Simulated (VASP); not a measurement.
The system is InAs.

```xyz
2
Lattice="0.0000 3.0180 3.0180 3.0180 0.0000 3.0180 3.0180 3.0180 0.0000" Properties=species:S:1:pos:R:3 pbc="T T T"
In    0.0000    0.0000    0.0000
As    4.5270    4.5270    4.5270
```

* Program: VASP 6.6.1
* Task: relaxation of cell and atoms
* Functional: PBE
* Dispersion: D3(BJ)
* Potentials or basis: VASP PAW PBE potentials, release 64 (In_d, As)
* Cutoff: 600 eV
* k mesh: 8 × 8 × 8
* Occupations: fermi-dirac, width 0.05 eV
* Spin: no spin polarisation

At the start: pressure 2.3 GPa; volume 27.49 Å³/atom.

**Question.** Where does the relaxation end?

**Answer.** Over 3 steps the energy falls by 7.4 meV/atom and the volume is 28.57 Å³/atom (+3.9 %); space group F-43m (No. 216, to 0.05 Å).

The path:
```csv
step,energy change (eV),largest force (eV/Å),pressure (GPa),volume (Å³)
1,0.0000,0.0000,2.29,54.98
2,-0.0119,0.0000,-0.94,58.17
3,-0.0149,0.0000,0.02,57.14
```

Final structure:
```
In As
1.0
     0.00000    3.05701    3.05701
     3.05701    0.00000    3.05701
     3.05701    3.05701    0.00000
In As
1 1
Direct
  0.00000 0.00000 0.00000
  0.75000 0.75000 0.75000
```

Caveat: pairwise dispersion overbinds metals, which lowers pressure and volume.
